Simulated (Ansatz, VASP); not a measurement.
**One calculation of Ba, two programs**

POSCAR

```
Ba
1.0
   -2.5367939014      2.5367939014      2.5367939014
    2.5367939014     -2.5367939014      2.5367939014
    2.5367939014      2.5367939014     -2.5367939014
Ba
1
Direct
    0.0000000000      0.0000000000      0.0000000000
```

File INCAR.step1:

```
SYSTEM = Ba
ALGO = Normal
EDIFF = 1E-4
ENCUT = 520
GGA = PE
ISMEAR = 1
LASPH = .True.
LCHARG = .False.
LREAL = .False.
LWAVE = .True.
NBANDS = 11
NELM = 60
PREC = Accurate
SIGMA = 0.1
```

INCAR.step2

```
SYSTEM = Ba
ALGO = Normal
EDIFF = 1E-6
ENCUT = 520
ISIF = 2
ISMEAR = 1
ISTART = 1
LASPH = .True.
LCHARG = .True.
LELF = .True.
LMIXTAU = .True.
LREAL = .False.
LVHAR = .True.
LWAVE = .False.
METAGGA = R2SCAN
NBANDS = 11
NELM = 60
PREC = Accurate
SIGMA = 0.1
```

File KPOINTS:

```
k-points
0
Gamma
  9 9 9
  0 0 0
```

Input for Ansatz:

```yaml
crystal:
  lattice:
    - [-2.5367939014, 2.5367939014, 2.5367939014]
    - [2.5367939014, -2.5367939014, 2.5367939014]
    - [2.5367939014, 2.5367939014, -2.5367939014]
  atoms:
    - { symbol: Ba, position: [0.0, 0.0, 0.0] }
hamiltonian:
  xc: r2scan
  pseudopotentials:
    kind: paw
    azcp:
      Ba: "pseudopotentials/Ba.paw.azcp"
basis:
  ecutwfc: 500
  fft_grid_basis: typed
kpoints:
  mp_grid: { grid: [9, 9, 9], shift: [0, 0, 0] }
magnetization:
  spin_polarized: false
scf:
  occupations: { method: cold, width: 0.1 }
  lower_state_search: "off"
output:
  stress: true
```

Alike in both runs: task single point; functional r2SCAN; k mesh 9 × 9 × 9; no spin polarisation.

|  | VASP | Ansatz |
| --- | --- | --- |
| version | VASP 6.6.1 | Ansatz 0.2.0 |
| potentials or method | VASP PAW PBE potentials, release 64 (Ba_sv), cutoff 520 eV | plane waves (500 eV) with PAW, scalar-relativistic |
| occupations | methfessel-paxton of order 1, width 0.1 eV | cold, width 0.1 eV |
| valence electrons in the cell | 10 | 10 |

```tsv
	VASP	Ansatz	Ansatz less VASP
pressure (GPa)	0.0	0.0	-0.04
```

VASP's potentials were made for PBE, not for r2SCAN.

Neither program's run includes spin-orbit coupling.
